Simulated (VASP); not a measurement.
# AlAs (F-43m) in VASP: relaxation of cell and atoms with HSE06

Aim: the relaxation of cell and atoms of AlAs with HSE06.

Everything below comes from runs of VASP 6.6.1. Logs are shortened: lines on timing, memory, paths and dates and some standing lists are left out, and cuts for length are marked.

### 1 The cell of the first run

The structure is cubic, space group F-43m (No. 216). The conventional cell has a = 5.678 Å, b = 5.678 Å, c = 5.678 Å, α = 90.00°, β = 90.00°, γ = 90.00°. Al (site symmetry -43m) has 4 As at 2.46 Å within 3.2 Å. Within 3.2 Å of As (site symmetry -43m) lie 4 Al at 2.46 Å.

### 2 Relaxation of cell and atoms, HSE06

File POSCAR:

```
AlAs
1.0
    0.0000000000      2.8389245968      2.8389245968
    2.8389245968      0.0000000000      2.8389245968
    2.8389245968      2.8389245968      0.0000000000
Al As
1 1
Direct
    0.0000000000      0.0000000000      0.0000000000
    0.2500000000      0.2500000000      0.2500000000
```

File INCAR.step1:

```
SYSTEM = AlAs
PREC = Accurate ; ENCUT = 500
EDIFF = 1E-5 ; ISMEAR = -1
SIGMA = 0.02 ; LREAL = .FALSE.
LASPH = .TRUE. ; NELM = 120
ALGO = Normal ; LWAVE = .TRUE.
LCHARG = .FALSE. ; GGA = PE
NBANDS = 11 ; GGA_COMPAT = .FALSE.
IBRION = 2 ; ISIF = 3
EDIFFG = -0.005 ; NELMIN = 4
NSW = 100
```

File INCAR.step2:

```
SYSTEM = AlAs
PREC = Accurate ; ENCUT = 500
EDIFF = 1E-7 ; ISMEAR = -1
SIGMA = 0.02 ; LREAL = .FALSE.
LASPH = .TRUE. ; NELM = 120
ALGO = Normal ; ISIF = 3
LWAVE = .FALSE. ; LCHARG = .FALSE.
GGA = PE ; LHFCALC = .TRUE.
HFSCREEN = 0.2079 ; PRECFOCK = Normal
IBRION = 2 ; NSW = 80
EDIFFG = -0.005 ; ISTART = 1
GGA_COMPAT = .FALSE. ; NELMIN = 4
```

File KPOINTS:

```
Automatic mesh
0
G
  6 6 6
  0 0 0
```

Potentials or basis: VASP PAW PBE potentials, release 64 (Al, As).

The run is started by

```console
> cat potpaw_PBE.64/Al/POTCAR potpaw_PBE.64/As/POTCAR > POTCAR
> cp INCAR.step1 INCAR
> mpirun -np 1 vasp_std > vasp.out
> cp INCAR.step2 INCAR
> mpirun -np 1 vasp_std > vasp.out
```

OUTCAR:

```text
SYSTEM = AlAs
   PREC = Accurate
   ENCUT = 500
   EDIFF = 1E-7
   ISMEAR = -1
   LREAL = .FALSE.
   LASPH = .TRUE.
   NELM = 120
   ISIF = 3
   GGA = PE
   LHFCALC = .TRUE.
   HFSCREEN = 0.2079
   PRECFOCK = Normal
   IBRION = 2
   NSW = 80
   EDIFFG = -0.005
   ISTART = 1
   NELMIN = 4

 ion  position               nearest neighbor table
   1  0.000  0.000  0.000-   2 2.46   2 2.46   2 2.46   2 2.46
   2  0.250  0.250  0.250-   1 2.46   1 2.46   1 2.46   1 2.46

  LATTYP: Found a face centered cubic cell.
 ALAT       =     5.6778491936

  Lattice vectors:

 A1 = (   0.0000000000,   2.8389245968,   2.8389245968)
 A2 = (   2.8389245968,   0.0000000000,   2.8389245968)
 A3 = (   2.8389245968,   2.8389245968,   0.0000000000)

Analysis of symmetry for initial positions (statically):
=====================================================================
 Subroutine PRICEL returns:
 Original cell was already a primitive cell.

 Routine SETGRP: Setting up the symmetry group for a
 face centered cubic supercell.

 Subroutine GETGRP returns: Found 24 space group operations
 (whereof 24 operations were pure point group operations)
 out of a pool of 48 trial point group operations.

The static configuration has the point symmetry T_d .

Analysis of symmetry for dynamics (positions and initial velocities):
=====================================================================
 Subroutine PRICEL returns:
 Original cell was already a primitive cell.

 Routine SETGRP: Setting up the symmetry group for a
 face centered cubic supercell.

 Subroutine GETGRP returns: Found 24 space group operations
 (whereof 24 operations were pure point group operations)
 out of a pool of 48 trial point group operations.

The dynamic configuration has the point symmetry T_d .

 Subroutine INISYM returns: Found 24 space group operations
 (whereof 24 operations are pure point group operations),
 and found     1 'primitive' translations

----------------------------------------------------------------------------------------

                                     Primitive cell

  volume of cell :      45.7606

  direct lattice vectors                    reciprocal lattice vectors
     0.000000000  2.838924597  2.838924597    -0.176123029  0.176123029  0.176123029
     2.838924597  0.000000000  2.838924597     0.176123029 -0.176123029  0.176123029
     2.838924597  2.838924597  0.000000000     0.176123029  0.176123029 -0.176123029

  length of vectors
     4.014845667  4.014845667  4.014845667     0.305054035  0.305054035  0.305054035

  position of ions in fractional coordinates (direct lattice)
     0.000000000  0.000000000  0.000000000
     0.250000000  0.250000000  0.250000000

  ion indices of the primitive-cell ions
   primitive index   ion index
                 1           1
                 2           2

----------------------------------------------------------------------------------------

 KPOINTS: Automatic mesh

Automatic generation of k-mesh.
 Grid dimensions read from file:
 generate k-points for:    6    6    6

 Generating k-lattice:

  Cartesian coordinates                     Fractional coordinates (reciprocal lattice)
    -0.029353838  0.029353838  0.029353838     0.166666667  0.000000000  0.000000000
     0.029353838 -0.029353838  0.029353838     0.000000000  0.166666667  0.000000000
     0.029353838  0.029353838 -0.029353838     0.000000000  0.000000000  0.166666667

  Length of vectors
     0.050842339  0.050842339  0.050842339

  Shift w.r.t. Gamma in fractional coordinates (k-lattice)
     0.000000000  0.000000000  0.000000000

 Subroutine IBZKPT returns following result:
[... 54 lines left out ...]
   EFERMI =   0.00;   METHOD = LEGACY
   ISMEAR =    -1;   SIGMA  =   0.02  broadening in eV -4-tet -1-fermi 0-gaus
   EFERMI_NEDOS =   21; number of points for ismear=-14 and -15
   IALGO  =     38    algorithm
   IMIX   =      1    mixing-type and parameters
     AMIX     =   0.40;   BMIX     =  1.00
     AMIX_MAG =   1.60;   BMIX_MAG =  1.00
  volume/ion in A,a.u.               =      22.88       154.40
  Fermi-wavevector in a.u.,A,eV,Ry     =   0.915393  1.729842 11.400928  0.837945
  Thomas-Fermi vector in A             =   2.040129
   LORBIT       =      0    0 simple, 1 ext, 2 COOP (PROOUT), +10 PAW based schemes
   GGA     = PE    functional components
   LHFCALC =     T    Hartree Fock is set to
   PRECFOCK=normal    Normal, Fast or Accurate (Low or Medium for compatibility)
   ENCUT4O =  -1.0   cutoff for four orbital integrals eV
   NKREDX  =     1    reduce k-point grid by
   NKREDY  =     1    reduce k-point grid by
   NKREDZ  =     1    reduce k-point grid by
   AEXX    =    0.2500 exact exchange contribution
   HFSCREEN=    0.2079 screening length (either q_TF or 0.3 A-1)
   HFSCREENC=   0.2079 screening length for correlation (either q_TF or 0.3 A-1)
   ENCUTFOCK=  -1.0 apply spherical cutoff to Coloumb kernel
   IVDW    =     0    specifies the selected vdW correction
   LEPSILON=     F    determine dielectric tensor
   LRPA    =     F    only Hartree local field effects (RPA)
 conjugate gradient relaxation of ions
 non-spin polarized calculation
  energy-cutoff  :      500.00
  volume of cell :       45.76
 maximum number of plane-waves:      1211
 NGX is ok and might be reduce to    30
  NGX = 24; NGY = 24; NGZ = 24

--------------------------------------- Ionic step        1  -------------------------------------------

 number of electron       8.0000000 magnetization

 Free energy of the ion-electron system (eV)
  ---------------------------------------------------
  ext. energy  EPLUGINS =         0.00000000
  ---------------------------------------------------
  free energy    TOTEN  =       -10.96516383 eV

  energy without entropy =      -10.96516383  energy(sigma->0) =      -10.96516383

------------------------ aborting loop because EDIFF is reached ----------------------------------------

  FORCE on cell =-STRESS in cart. coord.  units (eV):
  Direction    XX          YY          ZZ          XY          YZ          ZX
  --------------------------------------------------------------------------------------
  -------------------------------------------------------------------------------------
  Total       -0.0107855     -0.0107855     -0.0107855      0.0000000     -0.0000000     -0.0000000
  in kB       -0.3776229     -0.3776229     -0.3776229      0.0000000     -0.0000000     -0.0000000
  external PRESSURE =      -0.3776229 kB  Pullay stress =       0.0000000 kB

 VOLUME and BASIS-vectors are now :
 -----------------------------------------------------------------------------
  energy-cutoff  :      500.00
  volume of cell :       45.76
      direct lattice vectors                 reciprocal lattice vectors
     0.000000000  2.838924597  2.838924597    -0.176123029  0.176123029  0.176123029
     2.838924597  0.000000000  2.838924597     0.176123029 -0.176123029  0.176123029
     2.838924597  2.838924597  0.000000000     0.176123029  0.176123029 -0.176123029

 POSITION                                       TOTAL-FORCE (eV/Angst)
 -----------------------------------------------------------------------------------
      0.00000      0.00000      0.00000        -0.000000     -0.000000      0.000000
      1.41946      1.41946      1.41946         0.000000      0.000000      0.000000
 -----------------------------------------------------------------------------------
    total drift:                               -0.000000     -0.000000     -0.000000

  FREE ENERGIE OF THE ION-ELECTRON SYSTEM (eV)
  ---------------------------------------------------
  free  energy   TOTEN  =       -10.9651638336 eV

  energy  without entropy=      -10.9651638336  energy(sigma->0) =      -10.96516383

--------------------------------------- Ionic step        2  -------------------------------------------

 number of electron       8.0000000 magnetization

 Free energy of the ion-electron system (eV)
  ---------------------------------------------------
  ext. energy  EPLUGINS =         0.00000000
  ---------------------------------------------------
  free energy    TOTEN  =       -10.96516557 eV

  energy without entropy =      -10.96516557  energy(sigma->0) =      -10.96516557

 E-fermi :   3.8129     XC(G=0):  -7.5265

 val. band max:        3.3614243639   @ k =   0.0000   0.0000   0.0000
 cond. band min:       5.4629478341   @ k =   0.5000   0.5000   0.0000
 fundamental gap:      2.1015234702
 Fermi energy:         3.8128573181

 k-point     1 :       0.0000    0.0000    0.0000
  band No.  band energies     occupation
      1      -9.6704      2.00000
      2       3.3614      2.00000
      3       3.3614      2.00000
      4       3.3614      2.00000
      5       6.2203      0.00000
      6       8.4926      0.00000
      7       8.4926      0.00000
      8       8.4926      0.00000
[... 155 lines left out ...]
 k-point    16 :      -0.3333    0.5000    0.1667
  band No.  band energies     occupation
      1      -7.4437      2.00000
      2      -2.3216      2.00000
      3       0.2010      2.00000
      4       0.4861      2.00000
      5       7.2712      0.00000
      6       8.2747      0.00000
      7      11.5157      0.00000
      8      12.2066      0.00000

------------------------ aborting loop because EDIFF is reached ----------------------------------------

  FORCE on cell =-STRESS in cart. coord.  units (eV):
  Direction    XX          YY          ZZ          XY          YZ          ZX
  --------------------------------------------------------------------------------------
  -------------------------------------------------------------------------------------
  Total        0.0063234      0.0063234      0.0063234      0.0000000      0.0000000      0.0000000
  in kB        0.2215703      0.2215703      0.2215703      0.0000000      0.0000000      0.0000000
  external PRESSURE =       0.2215703 kB  Pullay stress =       0.0000000 kB

 VOLUME and BASIS-vectors are now :
 -----------------------------------------------------------------------------
  energy-cutoff  :      500.00
  volume of cell :       45.72
      direct lattice vectors                 reciprocal lattice vectors
    -0.000000000  2.838186022  2.838186022    -0.176168861  0.176168861  0.176168861
     2.838186022 -0.000000000  2.838186022     0.176168861 -0.176168861  0.176168861
     2.838186022  2.838186022  0.000000000     0.176168861  0.176168861 -0.176168861

 POSITION                                       TOTAL-FORCE (eV/Angst)
 -----------------------------------------------------------------------------------
      2.83819      5.67637      2.83819        -0.000000      0.000000      0.000000
      1.41909      1.41909      1.41909         0.000000     -0.000000     -0.000000
 -----------------------------------------------------------------------------------
    total drift:                               -0.000000     -0.000000      0.000000

  FREE ENERGIE OF THE ION-ELECTRON SYSTEM (eV)
  ---------------------------------------------------
  free  energy   TOTEN  =       -10.9651655689 eV

  energy  without entropy=      -10.9651655688  energy(sigma->0) =      -10.96516557

 reached required accuracy - stopping structural energy minimisation
```

Run time: 34 min. Hardware: 1 thread of Intel Xeon 8259CL, shared host; peak memory 0.29 GiB.

What came out:

| Quantity | Value |
| --- | --- |
| Free energy | -10.9652 eV |
| Relaxed volume | 22.86 Å³/atom |
| Relaxed cell | a = 4.014 Å, b = 4.014 Å, c = 4.014 Å, α = 60.00°, β = 60.00°, γ = 60.00° |
| Space group after relaxing (to 0.1 Å) | F-43m (No. 216) |
| Energy gained by relaxing | 0.0 meV/atom |
| Ionic steps | 2 |
| Pressure after relaxing | 0.0 GPa |
| Band gap on the k mesh | 2.10 eV (least direct gap 2.86 eV) |

Final structure:
```xyz
2
Lattice="0.0000 2.8382 2.8382 2.8382 0.0000 2.8382 2.8382 2.8382 0.0000" Properties=species:S:1:pos:R:3 pbc="T T T"
Al    2.8382    5.6764    2.8382
As    1.4191    1.4191    1.4191
```

Levels at points of the mesh, in eV from the valence-band top:
```csv
k point,band 1,band 2,band 3,band 4,band 5,band 6,band 7,band 8
"(0.00, 0.00, 0.00)",-13.03,0.00,0.00,0.00,2.86,5.13,5.13,5.13
"(0.50, 0.00, 0.00)",-11.45,-6.08,-0.90,-0.90,2.88,5.54,5.54,8.69
"(0.50, 0.50, 0.00)",-10.83,-5.94,-2.36,-2.36,2.10,2.99,11.59,11.59
```

Caveat: the PAW data sets were made with another functional, which shifts forces and pressure a little. A k mesh can miss the band edges.
